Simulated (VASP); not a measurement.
# FePt (P4/mmm) in VASP: notebook

Runs on FePt. Level: PBE. Tasks: relaxation of shape and atoms at fixed volume.

All numbers are computed with VASP 6.6.1; they aren't measurements. Logs are shortened: lines on timing, memory, paths and dates and some standing lists are left out, and cuts for length are marked.

**1. The cell of the first run**

Symmetry: P4/mmm, No. 123, tetragonal system. The conventional cell has a = 2.677 Å, b = 2.677 Å, c = 3.707 Å, α = 90.00°, β = 90.00°, γ = 90.00°. Fe (site symmetry 4/mmm) has 8 Pt at 2.65 Å and 4 Fe at 2.68 Å within 3.5 Å. Pt (site symmetry 4/mmm) has 8 Fe at 2.65 Å and 4 Pt at 2.68 Å within 3.5 Å.

**2. Relaxation of shape and atoms at fixed volume, PBE (13.28 Å³/atom)**

Contents of INCAR:

```
SYSTEM = FePt
ALGO = Fast
EDIFF = 1E-7
EDIFFG = -0.01
ENCUT = 600
GGA = PE
IBRION = 2
ISIF = 4
ISMEAR = 0
LASPH = .True.
LCHARG = .False.
LREAL = .False.
LWAVE = .False.
NELM = 60
NSW = 60
PREC = Accurate
SIGMA = 0.05
```

Contents of KPOINTS:

```
k-points
0
Gamma
  16 16 12
  0 0 0
```

Contents of POSCAR:

```
FePt
1.0
    2.6769657051      0.0000000000      0.0000000000
    0.0000000000      2.6769657051      0.0000000000
    0.0000000000      0.0000000000      3.7070400652
Fe Pt
1 1
Direct
    0.0000000000      0.0000000000      0.0000000000
    0.5000000000      0.5000000000      0.5000000000
```

Potentials or basis: VASP PAW PBE potentials, release 64 (Fe, Pt).

Launch:

```sh
cat potpaw_PBE.64/Fe/POTCAR potpaw_PBE.64/Pt/POTCAR > POTCAR
mpirun -np 1 vasp_std > vasp.out
```

OUTCAR:

```text
SYSTEM = FePt
   EDIFF = 1E-7
   EDIFFG = -0.01
   ENCUT = 600
   GGA = PE
   IBRION = 2
   ISIF = 4
   ISMEAR = 0
   LASPH = .True.
   LREAL = .False.
   NELM = 60
   NSW = 60
   PREC = Accurate

 ion  position               nearest neighbor table
   1  0.000  0.000  0.000-   2 2.65   2 2.65   2 2.65   2 2.65   2 2.65   2 2.65   2 2.65   2 2.65

   2  0.500  0.500  0.500-   1 2.65   1 2.65   1 2.65   1 2.65   1 2.65   1 2.65   1 2.65   1 2.65

  LATTYP: Found a simple tetragonal cell.
 ALAT       =     2.6769657051
 C/A-ratio  =     1.3847917656

  Lattice vectors:

 A1 = (   2.6769657051,   0.0000000000,   0.0000000000)
 A2 = (   0.0000000000,   2.6769657051,   0.0000000000)
 A3 = (   0.0000000000,   0.0000000000,   3.7070400652)

Analysis of symmetry for initial positions (statically):
=====================================================================
 Subroutine PRICEL returns:
 Original cell was already a primitive cell.

 Routine SETGRP: Setting up the symmetry group for a
 simple tetragonal supercell.

 Subroutine GETGRP returns: Found 16 space group operations
 (whereof 16 operations were pure point group operations)
 out of a pool of 16 trial point group operations.

The static configuration has the point symmetry D_4h.

Analysis of symmetry for dynamics (positions and initial velocities):
=====================================================================
 Subroutine PRICEL returns:
 Original cell was already a primitive cell.

 Routine SETGRP: Setting up the symmetry group for a
 simple tetragonal supercell.

 Subroutine GETGRP returns: Found 16 space group operations
 (whereof 16 operations were pure point group operations)
 out of a pool of 16 trial point group operations.

The dynamic configuration has the point symmetry D_4h.

 Subroutine INISYM returns: Found 16 space group operations
 (whereof 16 operations are pure point group operations),
 and found     1 'primitive' translations

----------------------------------------------------------------------------------------

                                     Primitive cell

  volume of cell :      26.5652

  direct lattice vectors                    reciprocal lattice vectors
     2.676965705  0.000000000  0.000000000     0.373557270  0.000000000  0.000000000
     0.000000000  2.676965705  0.000000000     0.000000000  0.373557270  0.000000000
     0.000000000  0.000000000  3.707040065     0.000000000  0.000000000  0.269756998

  length of vectors
     2.676965705  2.676965705  3.707040065     0.373557270  0.373557270  0.269756998

  position of ions in fractional coordinates (direct lattice)
     0.000000000  0.000000000  0.000000000
     0.500000000  0.500000000  0.500000000

  ion indices of the primitive-cell ions
   primitive index   ion index
                 1           1
                 2           2

----------------------------------------------------------------------------------------

 KPOINTS: k-points

Automatic generation of k-mesh.
 Grid dimensions read from file:
 generate k-points for:   16   16   12

 Generating k-lattice:

  Cartesian coordinates                     Fractional coordinates (reciprocal lattice)
     0.023347329  0.000000000  0.000000000     0.062500000  0.000000000  0.000000000
     0.000000000  0.023347329  0.000000000     0.000000000  0.062500000  0.000000000
     0.000000000  0.000000000  0.022479750     0.000000000  0.000000000  0.083333333

  Length of vectors
     0.023347329  0.023347329  0.022479750

  Shift w.r.t. Gamma in fractional coordinates (k-lattice)
     0.000000000  0.000000000  0.000000000

 Subroutine IBZKPT returns following result:
 ===========================================

 Found    315 irreducible k-points:

 Following reciprocal coordinates:
            Coordinates               Weight
  0.000000  0.000000  0.000000      1.000000
  0.062500  0.000000  0.000000      4.000000
  0.125000  0.000000  0.000000      4.000000
  0.187500  0.000000  0.000000      4.000000
  0.250000  0.000000  0.000000      4.000000
  0.312500  0.000000  0.000000      4.000000
[... 16 lines left out ...]
  0.437500  0.125000  0.000000      8.000000
  0.500000  0.125000  0.000000      4.000000
 [... further k-points ...]
   k-points           NKPTS =    315   k-points in BZ     NKDIM =    315   number of bands    NBANDS=     13
   number of dos      NEDOS =    301   number of ions     NIONS =      2
   total plane-waves  NPLWV =  17280
   dimension x,y,z NGX =    24 NGY =   24 NGZ =   30
   dimension x,y,z NGXF=    48 NGYF=   48 NGZF=   60
   ions per type =               1   1
   NGX,Y,Z   is equivalent  to a cutoff of  14.90, 14.90, 13.45 a.u.
   NGXF,Y,Z  is equivalent  to a cutoff of  29.81, 29.81, 26.91 a.u.
 SYSTEM =  FePt
   PREC   = accura    normal or accurate (medium, high low for compatibility)
   ISTART =      0    job   : 0-new  1-cont  2-samecut
   ICHARG =      2    charge: 1-file 2-atom 10-const
   ISPIN  =      1    spin polarized calculation?
   LNONCOLLINEAR =      F non collinear calculations
   LSORBIT =      F    spin-orbit coupling
   LASPH  =      T    aspherical Exc in radial PAW
   ENCUT  =  600.0 eV  44.10 Ry    6.64 a.u.   5.35  5.35  7.40*2*pi/ulx,y,z
   NELM   =     60;   NELMIN=  2; NELMDL= -5     # of ELM steps
   EDIFF  = 0.1E-06   stopping-criterion for ELM
   LREAL  =      F    real-space projection
   EDIFFG = -.1E-01   stopping-criterion for IOM
   NSW    =     60    number of steps for IOM
   IBRION =      2    ionic relax: 0-MD 1-quasi-New 2-CG
   NFREE  =      1    steps in history (QN), initial steepest desc. (CG)
   ISIF   =      4    stress and relaxation
   ISYM   =      2    0-nonsym 1-usesym 2-fastsym
   POTIM  = 0.5000    time-step for ionic-motion
   TEBEG  =    0.0;   TEEND  =   0.0 temperature during run
   PSTRESS=    0.0 pullay stress
   NELECT =      18.0000    total number of electrons
   NUPDOWN=      -1.0000    fix difference up-down
   EMIN   =  10.00;   EMAX   =-10.00  energy-range for DOS
   EFERMI =   0.00;   METHOD = LEGACY
   ISMEAR =     0;   SIGMA  =   0.05  broadening in eV -4-tet -1-fermi 0-gaus
   EFERMI_NEDOS =   21; number of points for ismear=-14 and -15
   IALGO  =     68    algorithm
   IMIX   =      4    mixing-type and parameters
     AMIX     =   0.40;   BMIX     =  1.00
     AMIX_MAG =   1.60;   BMIX_MAG =  1.00
  volume/ion in A,a.u.               =      13.28        89.64
  Fermi-wavevector in a.u.,A,eV,Ry     =   1.437898  2.717233 28.130729  2.067550
  Thomas-Fermi vector in A             =   2.556925
   LORBIT       =      0    0 simple, 1 ext, 2 COOP (PROOUT), +10 PAW based schemes
   GGA     = PE    functional components
   LHFCALC =     F    Hartree Fock is set to
   AEXX    =    0.0000 exact exchange contribution
   IVDW    =     0    specifies the selected vdW correction
   LEPSILON=     F    determine dielectric tensor
   LRPA    =     F    only Hartree local field effects (RPA)
 conjugate gradient relaxation of ions
 non-spin polarized calculation
 RMM-DIIS sequential band-by-band and
 Gauss-broadening in eV      SIGMA  =   0.05
  energy-cutoff  :      600.00
  volume of cell :       26.57
 maximum number of plane-waves:       906
 NGX is ok and might be reduce to    24
   NGX = 11   NGY = 11   NGZ = 15

--------------------------------------- Ionic step        1  -------------------------------------------

 number of electron      18.0000006 magnetization

 Free energy of the ion-electron system (eV)
  ---------------------------------------------------
  ext. energy  EPLUGINS =         0.00000000
  ---------------------------------------------------
  free energy    TOTEN  =       -14.12282224 eV

  energy without entropy =      -14.11775499  energy(sigma->0) =      -14.12028861

------------------------ aborting loop because EDIFF is reached ----------------------------------------

  FORCE on cell =-STRESS in cart. coord.  units (eV):
  Direction    XX          YY          ZZ          XY          YZ          ZX
  --------------------------------------------------------------------------------------
  -------------------------------------------------------------------------------------
  Total       -0.8994001     -0.8994001     -0.8549844      0.0000000      0.0000000      0.0000000
  in kB      -54.2438648    -54.2438648    -51.5651028      0.0000000      0.0000000      0.0000000
  external PRESSURE =     -53.3509441 kB  Pullay stress =       0.0000000 kB

 VOLUME and BASIS-vectors are now :
 -----------------------------------------------------------------------------
  energy-cutoff  :      600.00
  volume of cell :       26.57
      direct lattice vectors                 reciprocal lattice vectors
     2.676965705  0.000000000  0.000000000     0.373557270  0.000000000  0.000000000
     0.000000000  2.676965705  0.000000000     0.000000000  0.373557270  0.000000000
     0.000000000  0.000000000  3.707040065     0.000000000  0.000000000  0.269756998

 POSITION                                       TOTAL-FORCE (eV/Angst)
 -----------------------------------------------------------------------------------
      0.00000      0.00000      0.00000         0.000000      0.000000      0.000000
      1.33848      1.33848      1.85352         0.000000      0.000000      0.000000
 -----------------------------------------------------------------------------------
    total drift:                                0.000000      0.000000     -0.000000

  FREE ENERGIE OF THE ION-ELECTRON SYSTEM (eV)
  ---------------------------------------------------
  free  energy   TOTEN  =       -14.1228222355 eV

  energy  without entropy=      -14.1177549870  energy(sigma->0) =      -14.12028861

--------------------------------------- Ionic step        2  -------------------------------------------

 number of electron      18.0000006 magnetization

 Free energy of the ion-electron system (eV)
  ---------------------------------------------------
  ext. energy  EPLUGINS =         0.00000000
  ---------------------------------------------------
  free energy    TOTEN  =       -14.12283986 eV

  energy without entropy =      -14.11777657  energy(sigma->0) =      -14.12030822

 E-fermi :   9.1072     XC(G=0): -13.3223

 val. band max:        9.1066480963   @ k =   0.4375   0.3750   0.5000
 cond. band min:       9.1073604617   @ k =   0.5000   0.1875   0.0833
 fundamental gap:      0.0007123654
 Fermi energy:         9.1072062127

 k-point     1 :       0.0000    0.0000    0.0000
  band No.  band energies     occupation
      1      -0.6653      2.00000
      2       2.5892      2.00000
      3       2.7269      2.00000
      4       6.1312      2.00000
      5       6.1312      2.00000
      6       7.3242      2.00000
      7       7.8383      2.00000
      8       8.5632      2.00000
      9       9.5136      0.00000
     10       9.8294      0.00000
     11       9.8294      0.00000
     12      11.4158      0.00000
     13      19.5070      0.00000

 k-point     2 :       0.0625    0.0000    0.0000
  band No.  band energies     occupation
      1      -0.5564      2.00000
      2       2.6537      2.00000
      3       2.7970      2.00000
      4       6.0403      2.00000
      5       6.1617      2.00000
      6       7.3530      2.00000
      7       7.7717      2.00000
      8       8.5624      2.00000
      9       9.3942      0.00000
     10       9.4477      0.00000
     11       9.8011      0.00000
     12      11.9917      0.00000
     13      19.4256      0.00000
[... 321 lines left out ...]
 k-point    23 :       0.4375    0.1250    0.0000
  band No.  band energies     occupation
      1       3.0057      2.00000
      2       3.9348      2.00000
      3       4.3110      2.00000
      4       4.4939      2.00000
      5       5.7980      2.00000
      6       6.5530      2.00000
      7       7.9043      2.00000
      8       8.2293      2.00000
      9       8.4886      2.00000
     10       8.9997      1.99763
     11      10.1830      0.00000
     12      12.2781      0.00000
     13      19.9857      0.00000

 k-point    24 :       0.5000    0.1250    0.0000
  band No.  band energies     occupation
      1       3.2131      2.00000
      2       3.8625      2.00000
      3       4.3791      2.00000
      4       4.4056      2.00000
      5       5.7827      2.00000
      6       6.5810      2.00000
      7       7.9563      2.00000
      8       8.3386      2.00000
      9       8.4810      2.00000
     10       8.8753      2.00000
     11      10.8816      0.00000
     12      11.3725      0.00000
     13      20.3720      0.00000

 [... further k-points ...]
[... 5 lines left out ...]
  --------------------------------------------------------------------------------------
  -------------------------------------------------------------------------------------
  Total       -0.8747329     -0.8747329     -0.8702174      0.0000000      0.0000000     -0.0000000
  in kB      -52.7561557    -52.7561557    -52.4838217      0.0000000      0.0000000     -0.0000000
  external PRESSURE =     -52.6653777 kB  Pullay stress =       0.0000000 kB

 VOLUME and BASIS-vectors are now :
 -----------------------------------------------------------------------------
  energy-cutoff  :      600.00
  volume of cell :       26.57
      direct lattice vectors                 reciprocal lattice vectors
     2.676010043  0.000000000  0.000000000     0.373690675  0.000000000  0.000000000
     0.000000000  2.676010043  0.000000000     0.000000000  0.373690675  0.000000000
    -0.000000000  0.000000000  3.709688268    -0.000000000  0.000000000  0.269564429

 POSITION                                       TOTAL-FORCE (eV/Angst)
 -----------------------------------------------------------------------------------
      0.00000      0.00000      0.00000        -0.000000      0.000000      0.000000
      1.33801      1.33801      1.85484         0.000000      0.000000      0.000000
 -----------------------------------------------------------------------------------
    total drift:                                0.000000      0.000000     -0.000000

  FREE ENERGIE OF THE ION-ELECTRON SYSTEM (eV)
  ---------------------------------------------------
  free  energy   TOTEN  =       -14.1228398619 eV

  energy  without entropy=      -14.1177765746  energy(sigma->0) =      -14.12030822

 reached required accuracy - stopping structural energy minimisation
```

Run time: 66 s. Hardware: 1 thread of Intel Xeon 6975P-C (Granite Rapids), shared host; peak memory 0.28 GiB.

What came out:

```
Free energy               : -14.1228 eV
Energy gained by relaxing : 0.0 meV/atom
Ionic steps               : 2
Pressure after relaxing   : -5.3 GPa
Band gap on the k mesh    : zero (bands 9 and 10 overlap by 1.46 eV)
```

Final structure:
```xyz
2
Lattice="2.6760 0.0000 0.0000 0.0000 2.6760 0.0000 0.0000 0.0000 3.7097" Properties=species:S:1:pos:R:3 pbc="T T T"
Fe    0.0000    0.0000    0.0000
Pt    1.3380    1.3380    1.8548
```

Caveat: spin-orbit coupling is left out, which moves the levels of the heavy elements; the run has no spin polarisation, though such a crystal can be magnetic. Spin polarisation is off, so any magnetic state and its effect on volume and gap are missing.

**3. Relaxation of shape and atoms at fixed volume, PBE (13.54 Å³/atom)**

This run uses another cell than the first one, of 13.54 Å³/atom.

Edit INCAR of step 2 so:

```diff
@@ -2,3 +2,3 @@
 ALGO = Fast
-EDIFF = 1E-7
+EDIFF = 1E-6
 EDIFFG = -0.01
@@ -13,3 +13,3 @@
 LWAVE = .False.
-NELM = 60
+NELM = 100
 NSW = 60
```

KPOINTS is that of step 2.

Contents of POSCAR:

```
FePt
1.0
    2.6930296141      0.0000000000      0.0000000000
    0.0000000000      2.6930296141      0.0000000000
    0.0000000000      0.0000000000      3.7347695033
Fe Pt
1 1
Direct
    0.0000000000      0.0000000000      0.0000000000
    0.5000000000      0.5000000000      0.5000000000
```

Potentials or basis: VASP PAW PBE potentials, release 64 (Fe, Pt).

Launch:

```sh
cat potpaw_PBE.64/Fe/POTCAR potpaw_PBE.64/Pt/POTCAR > POTCAR
mpirun -np 1 vasp_std > vasp.out
```

It took 58 s on 1 thread of Intel Xeon 6975P-C (Granite Rapids), shared host; peak memory 0.29 GiB.

It converged, with:

| Property | Result |
| --- | --- |
| Free energy | -14.0985 eV |
| Energy gained by relaxing | 0.0 meV/atom |
| Ionic steps | 2 |
| Pressure after relaxing | -9.7 GPa |
| Band gap on the k mesh | zero (bands 9 and 10 overlap by 1.40 eV) |

Final structure:
```cif
data_structure
_symmetry_space_group_name_H-M 'P 1'
_symmetry_Int_Tables_number 1
_cell_length_a 2.6923
_cell_length_b 2.6923
_cell_length_c 3.7367
_cell_angle_alpha 90.000
_cell_angle_beta 90.000
_cell_angle_gamma 90.000
_cell_volume 27.09
loop_
_atom_site_label
_atom_site_type_symbol
_atom_site_fract_x
_atom_site_fract_y
_atom_site_fract_z
_atom_site_occupancy
Fe1 Fe 0.00000 0.00000 0.00000 1
Pt1 Pt 0.50000 0.50000 0.50000 1
```

Levels at points of the mesh, in eV from the Fermi level:
```csv
k point,band 7,band 8,band 9,band 10,band 11,band 12
"(0.00, 0.00, 0.00)",-1.24,-0.53,0.39,0.70,0.70,2.29
"(0.50, 0.00, 0.00)",-1.86,-1.78,-0.74,-0.36,1.66,2.15
"(0.50, 0.50, 0.00)",0.53,0.66,0.74,0.74,1.93,1.93
"(0.00, 0.00, 0.50)",-2.27,-0.99,-0.96,-0.58,-0.58,0.07
"(0.50, 0.00, 0.50)",-0.42,-0.33,0.23,0.44,0.46,0.46
"(0.50, 0.50, 0.50)",-1.92,-0.44,0.54,0.66,7.31,7.31
```

Caveat: spin-orbit coupling is left out, which moves the levels of the heavy elements; the run has no spin polarisation, though such a crystal can be magnetic. Spin polarisation is off, so any magnetic state and its effect on volume and gap are missing.
